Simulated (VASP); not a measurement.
A run of VASP 6.6.1:

File INCAR:

```
PREC = Accurate
ENCUT = 520
EDIFF = 1E-6
ISMEAR = 0
SIGMA = 0.15
LREAL = F
LASPH = T
NELM = 80
ALGO = Fast
ISIF = 2
LWAVE = F
LCHARG = T
GGA = PS
LELF = T
LVHAR = T
NBANDS = 11
```

KPOINTS

```
Automatic mesh
0
Gamma
  14 14 14
```

File POSCAR:

```
Ba
1.0
   -2.4000000000      2.5000000000      2.5000000000
    2.4000000000     -2.5000000000      2.5000000000
    2.4000000000      2.5000000000     -2.5000000000
Ba
1
Direct
    0.0000000000      0.0000000000      0.0000000000
```

Potentials or basis: VASP PAW PBE potentials, release 64 (Ba_sv).

Launch:

```bash
$ cat potpaw_PBE.64/Ba_sv/POTCAR > POTCAR
$ mpirun -np 1 vasp_std > vasp.out
```

Hardware: 1 thread of Intel(R) Xeon(R) 6975P-C (Granite Rapids), with other jobs on the host.

**Question.** Estimate the wall time of this run.

**Answer.** It took 39 s on 1 thread of Intel(R) Xeon(R) 6975P-C (Granite Rapids), with other jobs on the host, peak memory 0.29 GiB. Counts: scf iterations 11, k points 244.
